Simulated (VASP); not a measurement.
# Cs2SrBr4 (P4/mmm) in VASP: a series of runs

The runs below take Cs2SrBr4 through single point, relaxation of cell and atoms, with PBE.

All numbers are computed with VASP 6.6.1; they aren't measurements. Logs are shortened: lines on timing, memory, paths and dates and some standing lists are left out, and cuts for length are marked.

## Step 1: The cell of the first run

The structure is tetragonal, space group P4/mmm (No. 123). Conventional cell: a = 8.637 Å, b = 8.637 Å, c = 4.720 Å, α = 90.00°, β = 90.00°, γ = 90.00°. Within 5.1 Å of Cs (site symmetry mmm) lie 8 Br at 3.86 Å and 2 Cs at 4.72 Å and 4 Sr at 4.92 Å. Within 3.8 Å of Sr (site symmetry 4/mmm) lie 4 Br at 2.91 Å. Br (site symmetry m2m) has 1 Sr at 2.91 Å and 4 Cs at 3.86 Å within 3.9 Å.

## Step 2: Single point, PBE

INCAR reads:

```
SYSTEM = Cs2SrBr4
PREC = Accurate ; ENCUT = 520
EDIFF = 1E-6 ; ISMEAR = 0
SIGMA = 0.1 ; LREAL = .FALSE.
LASPH = .TRUE. ; NELM = 80
ALGO = Normal ; ISIF = 2
LWAVE = .FALSE. ; LCHARG = .FALSE.
GGA = PE ; NBANDS = 37
```

KPOINTS reads:

```
Automatic mesh
0
G
  2 2 4
  0 0 0
```

POSCAR reads:

```
Cs2SrBr4
1.0
    8.6373156172      0.0000000000      0.0000000000
    0.0000000000      8.6373156172      0.0000000000
    0.0000000000      0.0000000000      4.7201035829
Cs Sr Br
2 1 4
Direct
    0.5000000000      0.0000000000      0.5000000000
    0.0000000000      0.5000000000      0.5000000000
    0.0000000000      0.0000000000      0.0000000000
    0.2385799766      0.2385799766      0.0000000000
    0.7614200234      0.2385799766      0.0000000000
    0.7614200234      0.7614200234      0.0000000000
    0.2385799766      0.7614200234      0.0000000000
```

Potentials or basis: VASP PAW PBE potentials, release 64 (Cs_sv, Sr_sv, Br).

Run with:

```
cat potpaw_PBE.64/Cs_sv/POTCAR potpaw_PBE.64/Sr_sv/POTCAR potpaw_PBE.64/Br/POTCAR > POTCAR
mpirun -np 1 vasp_std > vasp.out
```

OUTCAR:

```text
SYSTEM = Cs2SrBr4
   PREC = Accurate
   ENCUT = 520
   EDIFF = 1E-6
   ISMEAR = 0
   LREAL = .FALSE.
   LASPH = .TRUE.
   NELM = 80
   ISIF = 2
   GGA = PE

 ion  position               nearest neighbor table
   1  0.500  0.000  0.500-
   2  0.000  0.500  0.500-
   3  0.000  0.000  0.000-   4 2.91   5 2.91   6 2.91   7 2.91
   4  0.239  0.239  0.000-   3 2.91
   5  0.761  0.239  0.000-   3 2.91
   6  0.761  0.761  0.000-   3 2.91
   7  0.239  0.761  0.000-   3 2.91

  LATTYP: Found a simple tetragonal cell.
 ALAT       =     8.6373156172
 C/A-ratio  =     0.5464780717

  Lattice vectors:

 A1 = (   8.6373156172,   0.0000000000,   0.0000000000)
 A2 = (   0.0000000000,   8.6373156172,   0.0000000000)
 A3 = (   0.0000000000,   0.0000000000,   4.7201035829)

Analysis of symmetry for initial positions (statically):
=====================================================================
 Subroutine PRICEL returns:
 Original cell was already a primitive cell.

 Routine SETGRP: Setting up the symmetry group for a
 simple tetragonal supercell.

 Subroutine GETGRP returns: Found 16 space group operations
 (whereof 16 operations were pure point group operations)
 out of a pool of 16 trial point group operations.

The static configuration has the point symmetry D_4h.

Analysis of symmetry for dynamics (positions and initial velocities):
=====================================================================
 Subroutine PRICEL returns:
 Original cell was already a primitive cell.

 Routine SETGRP: Setting up the symmetry group for a
 simple tetragonal supercell.

 Subroutine GETGRP returns: Found 16 space group operations
 (whereof 16 operations were pure point group operations)
 out of a pool of 16 trial point group operations.

The dynamic configuration has the point symmetry D_4h.

 Subroutine INISYM returns: Found 16 space group operations
 (whereof 16 operations are pure point group operations),
 and found     1 'primitive' translations

----------------------------------------------------------------------------------------

                                     Primitive cell

  volume of cell :     352.1349

  direct lattice vectors                    reciprocal lattice vectors
     8.637315617  0.000000000  0.000000000     0.115776712  0.000000000  0.000000000
     0.000000000  8.637315617  0.000000000     0.000000000  0.115776712  0.000000000
     0.000000000  0.000000000  4.720103583     0.000000000  0.000000000  0.211859757
[... 82 lines left out ...]
   IBRION =     -1    ionic relax: 0-MD 1-quasi-New 2-CG
   NFREE  =      0    steps in history (QN), initial steepest desc. (CG)
   ISIF   =      2    stress and relaxation
   ISYM   =      2    0-nonsym 1-usesym 2-fastsym
   POTIM  = 0.5000    time-step for ionic-motion
   TEBEG  =    0.0;   TEEND  =   0.0 temperature during run
   PSTRESS=    0.0 pullay stress
   NELECT =      56.0000    total number of electrons
   NUPDOWN=      -1.0000    fix difference up-down
   EMIN   =  10.00;   EMAX   =-10.00  energy-range for DOS
   EFERMI =   0.00;   METHOD = LEGACY
   ISMEAR =     0;   SIGMA  =   0.10  broadening in eV -4-tet -1-fermi 0-gaus
   EFERMI_NEDOS =   21; number of points for ismear=-14 and -15
   IALGO  =     38    algorithm
   IMIX   =      4    mixing-type and parameters
     AMIX     =   0.40;   BMIX     =  1.00
     AMIX_MAG =   1.60;   BMIX_MAG =  1.00
  volume/ion in A,a.u.               =      50.30       339.47
  Fermi-wavevector in a.u.,A,eV,Ry     =   0.886954  1.676100 10.703534  0.786688
  Thomas-Fermi vector in A             =   2.008188
   LORBIT       =      0    0 simple, 1 ext, 2 COOP (PROOUT), +10 PAW based schemes
   GGA     = PE    functional components
   LHFCALC =     F    Hartree Fock is set to
   AEXX    =    0.0000 exact exchange contribution
   IVDW    =     0    specifies the selected vdW correction
   LEPSILON=     F    determine dielectric tensor
   LRPA    =     F    only Hartree local field effects (RPA)
 non-spin polarized calculation
 Gauss-broadening in eV      SIGMA  =   0.10
  energy-cutoff  :      520.00
  volume of cell :      352.13
 maximum number of plane-waves:      9516
   NGX = 33   NGY = 33   NGZ = 17

 number of electron      56.0000002 magnetization

 Free energy of the ion-electron system (eV)
  ---------------------------------------------------
  ext. energy  EPLUGINS =         0.00000000
  ---------------------------------------------------
  free energy    TOTEN  =       -22.53419816 eV

  energy without entropy =      -22.53419816  energy(sigma->0) =      -22.53419816

 E-fermi :  -1.3025     XC(G=0):  -6.6388

 val. band max:       -1.8073051302   @ k =   0.0000   0.0000   0.5000
 cond. band min:       0.9658380590   @ k =   0.0000   0.0000   0.0000
 fundamental gap:      2.7731431892
 Fermi energy:        -1.3025420680

 k-point     1 :       0.0000    0.0000    0.0000
  band No.  band energies     occupation
      1     -35.5910      2.00000
      2     -21.5026      2.00000
      3     -21.5003      2.00000
      4     -17.8426      2.00000
      5     -17.6349      2.00000
      6     -17.6349      2.00000
[... 349 lines left out ...]
     36       5.3099      0.00000
     37       5.3099      0.00000

------------------------ aborting loop because EDIFF is reached ----------------------------------------

  FORCE on cell =-STRESS in cart. coord.  units (eV):
  Direction    XX          YY          ZZ          XY          YZ          ZX
  --------------------------------------------------------------------------------------
  -------------------------------------------------------------------------------------
  Total        0.6736635      0.6736635      0.2677164      0.0000000     -0.0000000      0.0000000
  in kB        3.0650988      3.0650988      1.2180816      0.0000000     -0.0000000      0.0000000
  external PRESSURE =       2.4494264 kB  Pullay stress =       0.0000000 kB

 VOLUME and BASIS-vectors are now :
 -----------------------------------------------------------------------------
  energy-cutoff  :      520.00
  volume of cell :      352.13
      direct lattice vectors                 reciprocal lattice vectors
     8.637315617  0.000000000  0.000000000     0.115776712  0.000000000  0.000000000
     0.000000000  8.637315617  0.000000000     0.000000000  0.115776712  0.000000000
     0.000000000  0.000000000  4.720103583     0.000000000  0.000000000  0.211859757

 POSITION                                       TOTAL-FORCE (eV/Angst)
 -----------------------------------------------------------------------------------
      4.31866      0.00000      2.36005         0.000000      0.000000     -0.000000
      0.00000      4.31866      2.36005         0.000000      0.000000     -0.000000
      0.00000      0.00000      0.00000         0.000000      0.000000     -0.000000
      2.06069      2.06069      0.00000         0.027936      0.027936     -0.000000
      6.57663      2.06069      0.00000        -0.027936      0.027936      0.000000
      6.57663      6.57663      0.00000        -0.027936     -0.027936     -0.000000
      2.06069      6.57663      0.00000         0.027936     -0.027936     -0.000000
 -----------------------------------------------------------------------------------
    total drift:                                0.000000      0.000000      0.000000

  FREE ENERGIE OF THE ION-ELECTRON SYSTEM (eV)
  ---------------------------------------------------
  free  energy   TOTEN  =       -22.5341981560 eV

  energy  without entropy=      -22.5341981560  energy(sigma->0) =      -22.53419816
```

stdout:

```text
POSCAR found type information on POSCAR CsSrBr
 POSCAR found :  3 types and       7 ions
 scaLAPACK will be used
 LDA part: xc-table for (Slater+PW92), standard interpolation
 POSCAR, INCAR and KPOINTS ok, starting setup
 FFT: planning ... GRIDC
 FFT: planning ... GRID_SOFT
 FFT: planning ... GRID
 WAVECAR not read
 entering main loop
```

Wall time 68 s (1 thread of Intel Xeon 6975P-C (Granite Rapids), shared host); peak memory 0.45 GiB.

Results:

```
Free energy            : -22.5342 eV
Pressure               : 0.2 GPa
Largest force          : 0.040 eV/Å
Band gap on the k mesh : 2.77 eV (least direct gap 2.87 eV)
```

Forces on the atoms (eV/Å):
```
Cs   0.000  0.000  0.000
Cs   0.000  0.000  0.000
Sr   0.000  0.000  0.000
Br   0.028  0.028  0.000
Br  -0.028  0.028  0.000
Br  -0.028 -0.028  0.000
Br   0.028 -0.028  0.000
```

Caveat: spin-orbit coupling is left out, which moves the levels of the heavy elements.

## Step 3: Single point, PBE

This run uses another cell than the first one, of 39.69 Å³/atom.

INCAR reads:

```
ALGO = Normal ; EDIFF = 1E-7
ENCUT = 520 ; GGA = PE
ISIF = 2 ; ISMEAR = 0
LASPH = True ; LCHARG = False
LREAL = False ; LWAVE = False
NBANDS = 37 ; NELM = 60
PREC = Accurate ; SIGMA = 0.1
```

KPOINTS reads:

```
k-points
0
Gamma
  4 4 4
```

POSCAR reads:

```
Cs2SrBr4
1.0
    7.8169900861      0.0000000000      0.0000000000
    0.0000000000      7.8169900861      0.0000000000
    0.0000000000      0.0000000000      4.5462829371
Cs Sr Br
2 1 4
Direct
    0.5000000000      0.0000000000      0.5000000000
    0.0000000000      0.5000000000      0.5000000000
    0.0000000000      0.0000000000      0.0000000000
    0.2332300000      0.2332300000      0.0000000000
    0.7667700000      0.2332300000      0.0000000000
    0.7667700000      0.7667700000      0.0000000000
    0.2332300000      0.7667700000      0.0000000000
```

Potentials or basis: VASP PAW PBE potentials, release 64 (Cs_sv, Sr_sv, Br).

Run with:

```
cat potpaw_PBE.64/Cs_sv/POTCAR potpaw_PBE.64/Sr_sv/POTCAR potpaw_PBE.64/Br/POTCAR > POTCAR
mpirun -np 1 vasp_std > vasp.out
```

It took 1.7 min on 1 thread of Intel Xeon 6975P-C (Granite Rapids), shared host; peak memory 0.44 GiB.

Results (log left out):

```yaml
Free_energy: -20.3638 eV
Pressure: 8.2 GPa
Largest_force: 2.958 eV/Å
Band_gap_on_the_k_mesh: 2.61 eV (least direct gap 2.73 eV)
```

Forces in eV/Å, atoms in the order of the input:
```
Cs   0.000  0.000  0.000
Cs   0.000  0.000  0.000
Sr   0.000  0.000  0.000
Br   2.092  2.092  0.000
Br  -2.092  2.092  0.000
Br  -2.092 -2.092  0.000
Br   2.092 -2.092  0.000
```

Stress tensor (GPa, compression positive):
```
11.28  0.00  0.00
 0.00 11.28  0.00
 0.00  0.00  1.99
```

Levels at points of the mesh, in eV from the valence-band top:
```csv
k point,band 26,band 27,band 28,band 29,band 30,band 31
"(0.00, 0.00, 0.00)",-0.25,-0.12,-0.12,2.61,5.08,5.16
"(0.50, 0.00, 0.00)",-0.75,-0.32,-0.04,2.87,5.19,5.37
"(0.50, 0.50, 0.00)",-0.54,-0.54,-0.41,3.10,5.18,5.18
"(0.00, 0.00, 0.50)",-0.13,-0.11,-0.11,4.52,5.45,5.45
"(0.50, 0.00, 0.50)",-0.51,-0.45,0.00,4.72,5.03,5.45
"(0.50, 0.50, 0.50)",-0.80,-0.38,-0.38,4.86,4.86,5.54
```

Caveat: the cell stands under pressure; spin-orbit coupling is left out, which moves the levels of the heavy elements; forces of over 1 eV/Å act on the atoms, so gaps and moduli don't describe the material at rest. A k mesh can miss the band edges.

## Step 4: Relaxation of cell and atoms, PBE

This run uses another cell than the first one, of 39.69 Å³/atom.

INCAR reads:

```
SYSTEM = Cs2SrBr4
PREC = Accurate
ENCUT = 600
EDIFF = 1E-6
ISMEAR = 0
SIGMA = 0.1
LREAL = .FALSE.
LASPH = .TRUE.
NELM = 60
ALGO = Normal
ISIF = 3
LWAVE = .FALSE.
LCHARG = .FALSE.
GGA = PE
IBRION = 2
NSW = 90
EDIFFG = -0.04
```

KPOINTS reads:

```
Automatic mesh
0
G
  2 2 4
  0 0 0
```

POSCAR is that of step 3.

Run with:

```
cat potpaw_PBE.64/Cs_sv/POTCAR potpaw_PBE.64/Sr_sv/POTCAR potpaw_PBE.64/Br/POTCAR > POTCAR
mpirun -np 1 vasp_std > vasp.out
```

Run time: 7.1 min. Hardware: 1 thread of Intel Xeon 6975P-C (Granite Rapids), shared host; peak memory 0.48 GiB.

It converged, with:

- Free energy: -22.5329 eV
- Relaxed volume: 51.30 Å³/atom
- Relaxed cell: a = 8.649 Å, b = 8.649 Å, c = 4.800 Å, α = 90.00°, β = 90.00°, γ = 90.00°
- Space group after relaxing (to 0.1 Å): P4/mmm (No. 123)
- Energy gained by relaxing: 311.2 meV/atom
- Ionic steps: 9
- Pressure after relaxing: 0.0 GPa
- Largest force after relaxing: 0.027 eV/Å
- Band gap on the k mesh: 2.76 eV (least direct gap 2.84 eV)

Forces in eV/Å, atoms in the order of the input:
```
Cs   0.000  0.000  0.000
Cs   0.000  0.000  0.000
Sr   0.000  0.000  0.000
Br  -0.019 -0.019  0.000
Br   0.019 -0.019  0.000
Br   0.019  0.019  0.000
Br  -0.019  0.019  0.000
```

Stress tensor (GPa, compression positive):
```
 0.08  0.00  0.00
 0.00  0.08  0.00
 0.00  0.00 -0.09
```

Step by step:
| step | energy change (eV) | largest force (eV/Å) | pressure (GPa) | volume (Å³) |
| --- | --- | --- | --- | --- |
| 1 | 0.0000 | 2.9570 | 8.20 | 277.80 |
| 2 | -1.9477 | 0.6568 | -1.05 | 366.49 |
| 3 | -2.1452 | 0.1154 | 0.29 | 338.69 |
| 4 | -2.1454 | 0.1477 | 0.21 | 339.98 |
| 5 | -2.1555 | 0.1335 | 0.16 | 343.37 |
| 6 | -2.1737 | 0.0925 | 0.02 | 353.62 |
| 7 | -2.1617 | 0.0098 | -0.18 | 374.56 |
| 8 | -2.1766 | 0.0666 | -0.05 | 359.90 |
| 9 | -2.1783 | 0.0267 | 0.02 | 359.10 |

Final structure:
```
Cs Sr Br
1.0
     8.64930    0.00000    0.00000
     0.00000    8.64930    0.00000
     0.00000    0.00000    4.80009
Cs Sr Br
2 1 4
Direct
  0.50000 0.00000 0.50000
  0.00000 0.50000 0.50000
  0.00000 0.00000 0.00000
  0.23939 0.23939 0.00000
  0.76061 0.23939 0.00000
  0.76061 0.76061 0.00000
  0.23939 0.76061 0.00000
```

Levels at points of the mesh, in eV from the valence-band top:
| k point | band 25 | band 26 | band 27 | band 28 | band 29 | band 30 | band 31 | band 32 |
| --- | --- | --- | --- | --- | --- | --- | --- | --- |
| (0.00, 0.00, 0.00) | -0.21 | -0.12 | -0.12 | -0.09 | 2.76 | 4.91 | 5.31 | 5.65 |
| (0.50, 0.00, 0.00) | -0.41 | -0.26 | -0.15 | -0.12 | 2.92 | 5.19 | 5.39 | 5.96 |
| (0.50, 0.50, 0.00) | -0.36 | -0.36 | -0.32 | -0.25 | 3.04 | 5.27 | 5.27 | 6.02 |
| (0.00, 0.00, 0.50) | -0.68 | -0.15 | -0.15 | 0.00 | 4.48 | 5.06 | 5.06 | 5.89 |
| (0.50, 0.00, 0.50) | -0.63 | -0.39 | -0.20 | -0.11 | 4.71 | 4.71 | 5.08 | 5.91 |
| (0.50, 0.50, 0.50) | -0.55 | -0.45 | -0.34 | -0.34 | 4.77 | 4.77 | 4.95 | 6.08 |

Caveat: the volume moved by over 15 % at a fixed basis, so the end points are rough; spin-orbit coupling is left out, which moves the levels of the heavy elements. A k mesh can miss the band edges.

[end of part 1 of 2]
